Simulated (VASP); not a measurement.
# InO in VASP: further runs

The runs below take InO through single point, with r2SCAN.

Everything below comes from runs of VASP 6.6.1. Logs are shortened: lines on timing, memory, paths and dates and some standing lists are left out, and cuts for length are marked.

### Step 1. The cell of the first run

The cell holds a slab with vacuum, 4 atoms: a = 3.315 Å, b = 3.315 Å, c = 14.607 Å, α = 90.00°, β = 90.00°, γ = 120.00°.

### Step 2. Single point, r2SCAN (strain -0.040 along x and y, -0.080 along z)

Contents of POSCAR:

```
InO
1.0
    3.3154692493      0.0000000000      0.0000000000
   -1.6577346247      2.8712805953      0.0000000000
    0.0000000000      0.0000000000     14.6069320000
In O
2 2
Direct
    0.6666666667      0.3333333333      0.5900210000
    0.6666666667      0.3333333333      0.4099790000
    0.0000000000      0.0000000000      0.6398670000
    0.0000000000      0.0000000000      0.3601330000
```

Contents of INCAR.step1:

```
SYSTEM = InO
PREC = Accurate ; ENCUT = 520
ISMEAR = 0 ; SIGMA = 0.05
LREAL = .FALSE. ; LASPH = .TRUE.
NELM = 100 ; NBANDS = 27
GGA = PE ; ALGO = Normal
EDIFF = 1E-4 ; LWAVE = .TRUE.
LCHARG = .FALSE.
```

Contents of INCAR.step2:

```
SYSTEM = InO
PREC = Accurate ; ENCUT = 520
EDIFF = 1E-7 ; ISMEAR = 0
SIGMA = 0.05 ; LREAL = .FALSE.
LASPH = .TRUE. ; NELM = 100
ALGO = Normal ; ISIF = 2
LWAVE = .FALSE. ; LCHARG = .FALSE.
METAGGA = R2SCAN ; LMIXTAU = .TRUE.
NBANDS = 27 ; ISTART = 1
```

Contents of KPOINTS:

```
regular mesh
0
G
  12 12 2
  0 0 0
```

Potentials or basis: VASP PAW PBE potentials, release 64 (In_d, O).

Launch:

```console
cat potpaw_PBE.64/In_d/POTCAR potpaw_PBE.64/O/POTCAR > POTCAR
cp INCAR.step1 INCAR
mpirun -np 1 vasp_std > vasp.out
cp INCAR.step2 INCAR
mpirun -np 1 vasp_std > vasp.out
```

OUTCAR:

```text
SYSTEM = InO
   PREC = Accurate
   ENCUT = 520
   EDIFF = 1E-7
   ISMEAR = 0
   LREAL = .FALSE.
   LASPH = .TRUE.
   NELM = 100
   ISIF = 2
   METAGGA = R2SCAN
   ISTART = 1

 ion  position               nearest neighbor table
   1  0.667  0.333  0.590-   3 2.05   3 2.05   3 2.05   2 2.63
   2  0.667  0.333  0.410-   4 2.05   4 2.05   4 2.05   1 2.63
   3  0.000  0.000  0.640-   1 2.05   1 2.05   1 2.05
   4  0.000  0.000  0.360-   2 2.05   2 2.05   2 2.05

  LATTYP: Found a hexagonal cell.
 ALAT       =     3.3154692493
 C/A-ratio  =     4.4056906886

  Lattice vectors:

 A1 = (   3.3154692493,   0.0000000000,   0.0000000000)
 A2 = (  -1.6577346247,   2.8712805953,   0.0000000000)
 A3 = (   0.0000000000,   0.0000000000,  14.6069320000)

Analysis of symmetry for initial positions (statically):
=====================================================================
 Subroutine PRICEL returns:
 Original cell was already a primitive cell.

 Routine SETGRP: Setting up the symmetry group for a
 hexagonal supercell.

 Subroutine GETGRP returns: Found 12 space group operations
 (whereof 12 operations were pure point group operations)
 out of a pool of 24 trial point group operations.

The static configuration has the point symmetry D_3h.

Analysis of symmetry for dynamics (positions and initial velocities):
=====================================================================
 Subroutine PRICEL returns:
 Original cell was already a primitive cell.

 Routine SETGRP: Setting up the symmetry group for a
 hexagonal supercell.

 Subroutine GETGRP returns: Found 12 space group operations
 (whereof 12 operations were pure point group operations)
 out of a pool of 24 trial point group operations.

The dynamic configuration has the point symmetry D_3h.

 Subroutine INISYM returns: Found 12 space group operations
 (whereof 12 operations are pure point group operations),
 and found     1 'primitive' translations

----------------------------------------------------------------------------------------

                                     Primitive cell

  volume of cell :     139.0528

  direct lattice vectors                    reciprocal lattice vectors
     3.315469249  0.000000000  0.000000000     0.301616430  0.174138327  0.000000000
    -1.657734625  2.871280595  0.000000000     0.000000000  0.348276655  0.000000000
     0.000000000  0.000000000 14.606932000     0.000000000  0.000000000  0.068460646

  length of vectors
     3.315469249  3.315469249 14.606932000     0.348276655  0.348276655  0.068460646

  position of ions in fractional coordinates (direct lattice)
     0.666666667  0.333333333  0.590021000
     0.666666667  0.333333333  0.409979000
     0.000000000  0.000000000  0.639867000
     0.000000000  0.000000000  0.360133000

  ion indices of the primitive-cell ions
   primitive index   ion index
                 1           1
                 2           2
                 3           3
                 4           4

----------------------------------------------------------------------------------------

 KPOINTS: regular mesh

Automatic generation of k-mesh.
 Grid dimensions read from file:
 generate k-points for:   12   12    2

 Generating k-lattice:

  Cartesian coordinates                     Fractional coordinates (reciprocal lattice)
     0.025134703  0.014511527  0.000000000     0.083333333 -0.000000000  0.000000000
     0.000000000  0.029023055  0.000000000     0.000000000  0.083333333  0.000000000
     0.000000000  0.000000000  0.034230323     0.000000000  0.000000000  0.500000000

  Length of vectors
     0.029023055  0.029023055  0.034230323

  Shift w.r.t. Gamma in fractional coordinates (k-lattice)
     0.000000000  0.000000000  0.000000000

 Subroutine IBZKPT returns following result:
 ===========================================

 Found     38 irreducible k-points:

 Following reciprocal coordinates:
            Coordinates               Weight
  0.000000  0.000000  0.000000      1.000000
  0.083333 -0.000000  0.000000      6.000000
  0.166667 -0.000000  0.000000      6.000000
  0.250000 -0.000000  0.000000      6.000000
  0.333333  0.000000  0.000000      6.000000
  0.416667 -0.000000  0.000000      6.000000
[... 16 lines left out ...]
  0.250000 -0.000000  0.500000      6.000000
  0.333333  0.000000  0.500000      6.000000
 [... further k-points ...]
   k-points           NKPTS =     38   k-points in BZ     NKDIM =     38   number of bands    NBANDS=     27
   number of dos      NEDOS =    301   number of ions     NIONS =      4
   total plane-waves  NPLWV =  87808
   dimension x,y,z NGX =    28 NGY =   28 NGZ =  112
   dimension x,y,z NGXF=    56 NGYF=   56 NGZF=  224
   ions per type =               2   2
   NGX,Y,Z   is equivalent  to a cutoff of  14.04, 14.04, 12.75 a.u.
   NGXF,Y,Z  is equivalent  to a cutoff of  28.08, 28.08, 25.49 a.u.
 SYSTEM =  InO
   PREC   = accura    normal or accurate (medium, high low for compatibility)
   ISTART =      1    job   : 0-new  1-cont  2-samecut
   ICHARG =      0    charge: 1-file 2-atom 10-const
   ISPIN  =      1    spin polarized calculation?
   LNONCOLLINEAR =      F non collinear calculations
   LSORBIT =      F    spin-orbit coupling
   LASPH  =      T    aspherical Exc in radial PAW
   ENCUT  =  520.0 eV  38.22 Ry    6.18 a.u.   6.16  6.16 27.16*2*pi/ulx,y,z
   NELM   =    100;   NELMIN=  2; NELMDL=  0     # of ELM steps
   EDIFF  = 0.1E-06   stopping-criterion for ELM
   LREAL  =      F    real-space projection
   EDIFFG = 0.1E-05   stopping-criterion for IOM
   NSW    =      0    number of steps for IOM
   IBRION =     -1    ionic relax: 0-MD 1-quasi-New 2-CG
   NFREE  =      0    steps in history (QN), initial steepest desc. (CG)
   ISIF   =      2    stress and relaxation
   ISYM   =      2    0-nonsym 1-usesym 2-fastsym
   POTIM  = 0.5000    time-step for ionic-motion
   TEBEG  =    0.0;   TEEND  =   0.0 temperature during run
   PSTRESS=    0.0 pullay stress
   NELECT =      38.0000    total number of electrons
   NUPDOWN=      -1.0000    fix difference up-down
   EMIN   =  10.00;   EMAX   =-10.00  energy-range for DOS
   EFERMI =   0.00;   METHOD = LEGACY
   ISMEAR =     0;   SIGMA  =   0.05  broadening in eV -4-tet -1-fermi 0-gaus
   EFERMI_NEDOS =   21; number of points for ismear=-14 and -15
   IALGO  =     38    algorithm
   IMIX   =      4    mixing-type and parameters
     AMIX     =   0.40;   BMIX     =  1.00
     AMIX_MAG =   1.60;   BMIX_MAG =  1.00
  volume/ion in A,a.u.               =      34.76       234.59
  Fermi-wavevector in a.u.,A,eV,Ry     =   1.062371  2.007590 15.355968  1.128632
  Thomas-Fermi vector in A             =   2.197819
   LORBIT       =      0    0 simple, 1 ext, 2 COOP (PROOUT), +10 PAW based schemes
   METAGGA = R2SCAN    functional components
   LHFCALC =     F    Hartree Fock is set to
   AEXX    =    0.0000 exact exchange contribution
   IVDW    =     0    specifies the selected vdW correction
   LEPSILON=     F    determine dielectric tensor
   LRPA    =     F    only Hartree local field effects (RPA)
 non-spin polarized calculation
 Gauss-broadening in eV      SIGMA  =   0.05
  energy-cutoff  :      520.00
  volume of cell :      139.05
 maximum number of plane-waves:      3786
 NGX is ok and might be reduce to    28
   NGX = 13   NGY = 13   NGZ = 55

 number of electron      38.0000003 magnetization

 Free energy of the ion-electron system (eV)
  ---------------------------------------------------
  ext. energy  EPLUGINS =         0.00000000
  ---------------------------------------------------
  free energy    TOTEN  =       -61.74981248 eV

  energy without entropy =      -61.74981248  energy(sigma->0) =      -61.74981248

 E-fermi :  -0.5880     XC(G=0):  -5.4810

 val. band max:       -0.8410768820   @ k =   0.3333   0.3333   0.5000
 cond. band min:       0.2409955978   @ k =   0.0000   0.0000   0.5000
 fundamental gap:      1.0820724798
 Fermi energy:        -0.5879997868

 k-point     1 :       0.0000    0.0000    0.0000
  band No.  band energies     occupation
      1     -20.4263      2.00000
      2     -20.3875      2.00000
      3     -15.0729      2.00000
      4     -15.0729      2.00000
      5     -15.0440      2.00000
      6     -14.9795      2.00000
[... 19 lines left out ...]
     26       9.7475      0.00000
     27       9.7475      0.00000

 k-point     2 :       0.0833   -0.0000    0.0000
  band No.  band energies     occupation
      1     -20.4111      2.00000
      2     -20.3741      2.00000
      3     -15.1326      2.00000
      4     -15.0486      2.00000
      5     -14.9518      2.00000
      6     -14.9512      2.00000
[... 19 lines left out ...]
     26       8.8036      0.00000
     27       9.6068      0.00000

 k-point     3 :       0.1667   -0.0000    0.0000
  band No.  band energies     occupation
      1     -20.3718      2.00000
      2     -20.3399      2.00000
      3     -15.1594      2.00000
      4     -14.9877      2.00000
      5     -14.8761      2.00000
      6     -14.8653      2.00000
[... 19 lines left out ...]
     26       8.9637      0.00000
     27       9.2946      0.00000

 k-point     4 :       0.2500   -0.0000    0.0000
  band No.  band energies     occupation
      1     -20.3245      2.00000
      2     -20.2983      2.00000
      3     -15.1501      2.00000
      4     -14.9243      2.00000
      5     -14.7813      2.00000
      6     -14.7740      2.00000
[... 19 lines left out ...]
     26       8.9736      0.00000
     27       9.0739      0.00000

 k-point     5 :       0.3333    0.0000    0.0000
  band No.  band energies     occupation
      1     -20.2846      2.00000
      2     -20.2627      2.00000
      3     -15.1272      2.00000
      4     -14.8901      2.00000
      5     -14.8278      2.00000
      6     -14.6774      2.00000
[... 19 lines left out ...]
     26       8.7255      0.00000
     27       9.4725      0.00000

 k-point     6 :       0.4167   -0.0000    0.0000
  band No.  band energies     occupation
      1     -20.2601      2.00000
      2     -20.2404      2.00000
      3     -15.1115      2.00000
      4     -14.8806      2.00000
      5     -14.8567      2.00000
      6     -14.6410      2.00000
[... 444 lines left out ...]
      1     -20.4110      2.00000
      2     -20.3741      2.00000
      3     -15.1326      2.00000
      4     -15.0486      2.00000
      5     -14.9518      2.00000
      6     -14.9512      2.00000
[... 19 lines left out ...]
     26       9.6068      0.00000
     27       9.9071      0.00000

 k-point    22 :       0.1667   -0.0000    0.5000
  band No.  band energies     occupation
      1     -20.3718      2.00000
      2     -20.3399      2.00000
      3     -15.1594      2.00000
      4     -14.9877      2.00000
      5     -14.8762      2.00000
      6     -14.8653      2.00000
[... 19 lines left out ...]
     26       9.2946      0.00000
     27       9.9039      0.00000

 k-point    23 :       0.2500   -0.0000    0.5000
  band No.  band energies     occupation
      1     -20.3245      2.00000
      2     -20.2984      2.00000
      3     -15.1501      2.00000
      4     -14.9243      2.00000
      5     -14.7813      2.00000
      6     -14.7740      2.00000
[... 19 lines left out ...]
     26       8.9389      0.00000
     27       8.9736      0.00000

 k-point    24 :       0.3333    0.0000    0.5000
  band No.  band energies     occupation
      1     -20.2846      2.00000
      2     -20.2627      2.00000
      3     -15.1272      2.00000
      4     -14.8901      2.00000
      5     -14.8278      2.00000
      6     -14.6774      2.00000
[... 19 lines left out ...]
     26       8.7255      0.00000
     27       8.9170      0.00000

 [... further k-points ...]
[... 5 lines left out ...]
  --------------------------------------------------------------------------------------
  -------------------------------------------------------------------------------------
  Total        6.1880724      6.1880724      5.6372332     -0.0000000      0.0000000     -0.0000000
  in kB       71.2994736     71.2994736     64.9526592     -0.0000000      0.0000000     -0.0000000
  external PRESSURE =      69.1838688 kB  Pullay stress =       0.0000000 kB

 VOLUME and BASIS-vectors are now :
 -----------------------------------------------------------------------------
  energy-cutoff  :      520.00
  volume of cell :      139.05
      direct lattice vectors                 reciprocal lattice vectors
     3.315469249  0.000000000  0.000000000     0.301616430  0.174138327  0.000000000
    -1.657734625  2.871280595  0.000000000     0.000000000  0.348276655  0.000000000
     0.000000000  0.000000000 14.606932000     0.000000000  0.000000000  0.068460646

 POSITION                                       TOTAL-FORCE (eV/Angst)
 -----------------------------------------------------------------------------------
      1.65773      0.95709      8.61840        -0.000000     -0.000000      0.218192
      1.65773      0.95709      5.98854         0.000000      0.000000     -0.218192
      0.00000      0.00000      9.34649         0.000000     -0.000000      1.254006
      0.00000      0.00000      5.26044        -0.000000     -0.000000     -1.254006
 -----------------------------------------------------------------------------------
    total drift:                               -0.000007      0.000004      0.000000

  FREE ENERGIE OF THE ION-ELECTRON SYSTEM (eV)
  ---------------------------------------------------
  free  energy   TOTEN  =       -61.7498124846 eV

  energy  without entropy=      -61.7498124846  energy(sigma->0) =      -61.74981248
```

Wall time 19 min (1 thread of Intel Xeon Platinum 8259CL at 2.50GHz (Skylake/Cascade Lake), shared host); peak memory 0.39 GiB.

What came out:

* Free energy: -61.7498 eV
* Largest force: 1.254 eV/Å
* Band gap on the k mesh: 1.08 eV, indirect (least direct gap 2.04 eV)

Forces in eV/Å, atoms in the order of the input:
```
In   0.000  0.000  0.218
In   0.000  0.000 -0.218
O    0.000  0.000  1.254
O    0.000  0.000 -1.254
```

Caveat: the cell differs from its parent crystal (strain -0.040 along x and y, -0.080 along z); the PAW data sets were made with another functional, which shifts forces and pressure a little; spin-orbit coupling is left out, which moves the levels of the heavy elements.

### Step 3. Single point, r2SCAN (strain -0.080 along x and y, +0.040 along z)

Contents of POSCAR:

```
InO
1.0
    3.1773246972      0.0000000000      0.0000000000
   -1.5886623486      2.7516439038      0.0000000000
    0.0000000000      0.0000000000     16.5121840000
In O
2 2
Direct
    0.6666666667      0.3333333333      0.5900210000
    0.6666666667      0.3333333333      0.4099790000
    0.0000000000      0.0000000000      0.6398670000
    0.0000000000      0.0000000000      0.3601330000
```

Contents of INCAR.step1:

```
PREC = Accurate
ENCUT = 520
ISMEAR = 0
SIGMA = 0.05
LREAL = F
LASPH = T
NELM = 100
NBANDS = 27
GGA = PE
ALGO = Normal
EDIFF = 1E-4
LWAVE = T
LCHARG = F
```

Contents of INCAR.step2:

```
PREC = Accurate
ENCUT = 520
EDIFF = 1E-6
ISMEAR = 0
SIGMA = 0.05
LREAL = F
LASPH = T
NELM = 100
ALGO = Normal
ISIF = 2
LWAVE = F
LCHARG = T
METAGGA = R2SCAN
LMIXTAU = T
LELF = T
LVHAR = T
NBANDS = 27
ISTART = 1
```

Contents of KPOINTS:

```
regular mesh
0
Gamma
  12 12 2
```

Potentials or basis: VASP PAW PBE potentials, release 64 (In_d, O).

Launch:

```console
cat potpaw_PBE.64/In_d/POTCAR potpaw_PBE.64/O/POTCAR > POTCAR
cp INCAR.step1 INCAR
mpirun -np 1 vasp_std > vasp.out
cp INCAR.step2 INCAR
mpirun -np 1 vasp_std > vasp.out
```

Wall time 8.7 min (1 thread of Intel Xeon Platinum 8259CL at 2.50GHz (Skylake/Cascade Lake), shared host); peak memory 0.35 GiB.

The run converged. Its results:

```
Free energy            : -61.3269 eV
Largest force          : 2.086 eV/Å
Band gap on the k mesh : 0.27 eV, indirect (least direct gap 2.03 eV)
```

Forces in eV/Å, atoms in the order of the input:
```
In   0.000  0.000 -2.086
In   0.000  0.000  2.086
O    0.000  0.000  1.438
O    0.000  0.000 -1.438
```

Levels at points of the mesh, in eV from the valence-band top:
| k point | band 16 | band 17 | band 18 | band 19 | band 20 | band 21 | band 22 | band 23 |
| --- | --- | --- | --- | --- | --- | --- | --- | --- |
| (0.00, 0.00, 0.00) | -2.48 | -2.45 | -2.45 | -1.76 | 0.27 | 3.70 | 6.17 | 6.24 |
| (0.50, 0.00, 0.00) | -3.63 | -3.54 | -3.40 | -0.66 | 2.18 | 4.89 | 5.22 | 8.33 |
| (0.00, 0.00, 0.50) | -2.48 | -2.45 | -2.45 | -1.76 | 0.27 | 3.70 | 5.96 | 6.70 |
| (0.50, 0.00, 0.50) | -3.63 | -3.54 | -3.40 | -0.66 | 2.18 | 4.89 | 5.22 | 8.33 |

Caveat: the cell differs from its parent crystal (strain -0.080 along x and y, +0.040 along z); the PAW data sets were made with another functional, which shifts forces and pressure a little; spin-orbit coupling is left out, which moves the levels of the heavy elements.
